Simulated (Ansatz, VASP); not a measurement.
## Ag: VASP beside Ansatz

Contents of POSCAR:

```
Ag
1.0
   -1.6970453500      1.6970453500      1.6970453500
    1.6970453500     -1.6970453500      1.6970453500
    1.6970453500      1.6970453500     -1.6970453500
Ag
1
Direct
    0.0000000000      0.0000000000      0.0000000000
```

The input INCAR.step1:

```
SYSTEM = Ag
PREC     = Accurate       ! precision mode
ENCUT    = 520            ! plane-wave cutoff, eV
ISMEAR   = 0              ! smearing method
SIGMA    = 0.15           ! smearing width, eV
LREAL    = .FALSE.        ! projectors in reciprocal space
LASPH    = .TRUE.         ! aspherical terms in the spheres
NELM     = 80             ! most SCF steps
NBANDS   = 12             ! bands
GGA      = PE             ! functional
ALGO     = Normal         ! electronic algorithm
EDIFF    = 1E-4           ! SCF threshold, eV
LWAVE    = .TRUE.         ! write WAVECAR
LCHARG   = .FALSE.        ! write CHGCAR
```

File INCAR.step2:

```
SYSTEM = Ag
PREC     = Accurate       ! precision mode
ENCUT    = 520            ! plane-wave cutoff, eV
EDIFF    = 1E-6           ! SCF threshold, eV
ISMEAR   = 0              ! smearing method
SIGMA    = 0.15           ! smearing width, eV
LREAL    = .FALSE.        ! projectors in reciprocal space
LASPH    = .TRUE.         ! aspherical terms in the spheres
NELM     = 80             ! most SCF steps
ALGO     = Normal         ! electronic algorithm
ISIF     = 2              ! what is computed and relaxed
LWAVE    = .FALSE.        ! write WAVECAR
LCHARG   = .TRUE.         ! write CHGCAR
METAGGA  = R2SCAN         ! meta-GGA
LMIXTAU  = .TRUE.       
LELF     = .TRUE.         ! ELF
LVHAR    = .TRUE.       
NBANDS   = 12             ! bands
ISTART   = 1
```

Contents of KPOINTS:

```
Automatic mesh
0
G
  20 20 20
  0 0 0
```

Input for Ansatz:

```yaml
crystal:
  lattice:
    - [-1.69704535, 1.69704535, 1.69704535]
    - [1.69704535, -1.69704535, 1.69704535]
    - [1.69704535, 1.69704535, -1.69704535]
  atoms:
    - { symbol: Ag, position: [0.0, 0.0, 0.0] }
basis:
  ecutwfc: 500
kpoints:
  mp_grid: { grid: [20, 20, 20] }
hamiltonian:
  xc: r2scan
scf:
  occupations: { method: gaussian, width: 0.15 }
output:
  forces: true
  stress: true
  eigenvalues: true
```

Change from the starting cell: strain +0.025 along x and y, +0.025 along z, atoms carried along.

Alike in both runs: task single point; functional r2SCAN; k mesh 20 × 20 × 20; occupations gaussian, width 0.15 eV; no spin polarisation.

|  | VASP | Ansatz |
| --- | --- | --- |
| version | VASP 6.6.1 | Ansatz 0.2.0 |
| potentials or method | VASP PAW PBE potentials, release 64 (Ag), cutoff 520 eV | scalar-relativistic, plane waves, PAW |
| valence electrons in the cell | 11 | 19 |

VASP gave:

* gap on the k mesh at the Fermi level (eV): none
* pressure (GPa): -8.2

**Question.** What did Ansatz give for the same quantities?

**Answer.** gap on the k mesh at the Fermi level (eV): none; pressure (GPa): -8.3.

VASP's potentials were made for PBE, not for r2SCAN. A gap of «none» marks a metal or a gap that the smearing closes. VASP's potentials hold 11 valence electrons a cell and Ansatz's 19, so a difference there can come from the potentials and not from the codes.
